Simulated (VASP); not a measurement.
A run of VASP 6.6.1 is set up as follows.

INCAR

```
ALGO = Normal ; EDIFF = 1E-6
ENCUT = 500 ; GGA = PE
GGA_COMPAT = F ; ISIF = 2
ISMEAR = 0 ; LASPH = T
LCHARG = F ; LREAL = F
LWAVE = F ; NBANDS = 46
NELM = 120 ; PREC = Accurate
SIGMA = 0.1
```

The input KPOINTS:

```
k-points
0
Gamma
  4 4 4
```

Contents of POSCAR:

```
InAgTe2
1.0
   -3.2877740863      3.2877740863      6.5002275389
    3.2877740863     -3.2877740863      6.5002275389
    3.2877740863      3.2877740863     -6.5002275389
In Ag Te
2 2 4
Direct
    0.5000000000      0.5000000000      0.0000000000
    0.2500000000      0.7500000000      0.5000000000
    0.0000000000      0.0000000000      0.0000000000
    0.7500000000      0.2500000000      0.5000000000
    0.3750000000      0.3694836210      0.4944836210
    0.6305163790      0.1250000000      1.0055163790
    0.8750000000      0.8805163790      0.5055163790
    0.1194836210      0.6250000000     -0.0055163790
```

Potentials or basis: VASP PAW PBE potentials, release 64 (In_d, Ag, Te).

Run with:

```console
$ cat potpaw_PBE.64/In_d/POTCAR potpaw_PBE.64/Ag/POTCAR potpaw_PBE.64/Te/POTCAR > POTCAR
$ mpirun -np 1 vasp_std > vasp.out
```

**Question.** What does it give for the band gap on the k mesh?

**Answer.** 0.05 eV, direct.

**Question.** What does it give for the pressure?

**Answer.** -0.1 GPa.

**Question.** What does it give for the largest force?

**Answer.** 0.004 eV/Å.

Forces on the atoms (eV/Å):
```
In   0.000  0.000  0.000
In   0.000  0.000  0.000
Ag   0.000  0.000  0.000
Ag   0.000  0.000  0.000
Te  -0.004  0.000  0.000
Te   0.000  0.004  0.000
Te   0.004  0.000  0.000
Te   0.000 -0.004  0.000
```

Caveat: spin-orbit coupling is left out, which moves the levels of the heavy elements.
